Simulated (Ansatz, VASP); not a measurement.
**Two plane-wave programs on Mo**

```xyz
2
Lattice="2.5162 0.0000 0.0000 0.0000 2.5162 0.0000 0.0000 0.0000 29.5136" Properties=species:S:1:pos:R:3 pbc="T T T"
Mo    0.0000    1.2581    9.6952
Mo    1.2581    0.0000    7.3048
```

Alike in both runs: functional PBE; k mesh 6 × 6 × 1; occupations gaussian, width 0.1 eV; no spin polarisation.

Ansatz relaxed the structure, and its values are those at the end. VASP's run is a single point on that final structure, the one shown.

|  | VASP | Ansatz |
| --- | --- | --- |
| version | VASP 6.6.1 | Ansatz 0.2.0 |
| potentials or method | VASP PAW PBE potentials, release 64 (Mo_sv), cutoff 520 eV | scalar-relativistic, plane waves, PAW |
| valence electrons in the cell | 28 | 28 |

|  | VASP | Ansatz | Ansatz less VASP |
| --- | --- | --- | --- |
| gap on the k mesh at the Fermi level (eV) | none | none | - |
| rms of the force components (eV/Å) | 0.015 | 0.009 | -0.0063 |

A gap of «none» marks a metal or a gap that the smearing closes. Ansatz's warnings: slab cell height set.

The k mesh is coarse, so the values compare programs but aren't converged.
